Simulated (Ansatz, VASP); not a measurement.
# One calculation of KMgF3, two programs

POSCAR

```
KMgF3
1.0
    4.0325305745      0.0000000000      0.0000000000
    0.0000000000      4.0325305745      0.0000000000
    0.0000000000      0.0000000000      4.0325305745
K Mg F
1 1 3
Direct
    0.5000000000      0.5000000000      0.5000000000
    0.0000000000      0.0000000000      0.0000000000
    0.5000000000      0.0000000000      0.0000000000
    0.0000000000      0.5000000000      0.0000000000
    0.0000000000      0.0000000000      0.5000000000
```

File INCAR.step1:

```
SYSTEM = KMgF3
PREC = Accurate ; ENCUT = 520
EDIFF = 1E-5 ; ISMEAR = 0
SIGMA = 0.01 ; LREAL = .FALSE.
LASPH = .TRUE. ; NELM = 100
ALGO = Normal ; ISIF = 2
LWAVE = .TRUE. ; LCHARG = .FALSE.
GGA = PE ; NBANDS = 24
```

INCAR.step2

```
SYSTEM = KMgF3
PREC = Accurate ; ENCUT = 520
EDIFF = 1E-7 ; ISMEAR = 0
SIGMA = 0.01 ; LREAL = .FALSE.
LASPH = .TRUE. ; NELM = 100
ALGO = Normal ; ISIF = 2
LWAVE = .FALSE. ; LCHARG = .FALSE.
GGA = PE ; LHFCALC = .TRUE.
HFSCREEN = 0.2079 ; PRECFOCK = Fast
ISTART = 1 ; NBANDS = 24
```

KPOINTS

```
regular mesh
0
G
  4 4 4
  0 0 0
```

Input for Ansatz:

```yaml
crystal:
  lattice:
    - [4.0325305745, 0.0, 0.0]
    - [0.0, 4.0325305745, 0.0]
    - [0.0, 0.0, 4.0325305745]
  atoms:
    - { symbol: K, position: [0.5, 0.5, 0.5] }
    - { symbol: Mg, position: [0.0, 0.0, 0.0] }
    - { symbol: F, position: [0.5, 0.0, 0.0] }
    - { symbol: F, position: [0.0, 0.5, 0.0] }
    - { symbol: F, position: [0.0, 0.0, 0.5] }
scf:
  occupations: { method: fixed }
output:
  forces: true
  stress: true
  eigenvalues: true
hamiltonian:
  xc: hse06
basis:
  ecutwfc: 560
kpoints:
  mp_grid: { grid: [4, 4, 4] }
```

Alike in both runs: task single point; functional HSE06; k mesh 4 × 4 × 4; no spin polarisation.

|  | VASP | Ansatz |
| --- | --- | --- |
| version | VASP 6.6.1 | Ansatz 0.2.0 |
| potentials or method | VASP PAW PBE potentials, release 64 (K_sv, Mg, F), cutoff 520 eV | scalar-relativistic, plane waves, PAW |
| occupations | gaussian, width 0.01 eV | fixed |
| valence electrons in the cell | 32 | 40 |

Ansatz gave:

```
gap on the k mesh at the Fermi level (eV) : 9.30
least direct gap on the mesh (eV)         : 9.60
pressure (GPa)                            : -1.4
```

Problem. What did VASP give for the same quantities?

Solution. gap on the k mesh at the Fermi level (eV): 9.26; least direct gap on the mesh (eV): 9.56; pressure (GPa): -1.6.

VASP's potentials hold 32 valence electrons a cell and Ansatz's 40, so a difference there can come from the potentials and not from the codes. Ansatz's warnings: stress exchange threshold loose, stress scf threshold loose.
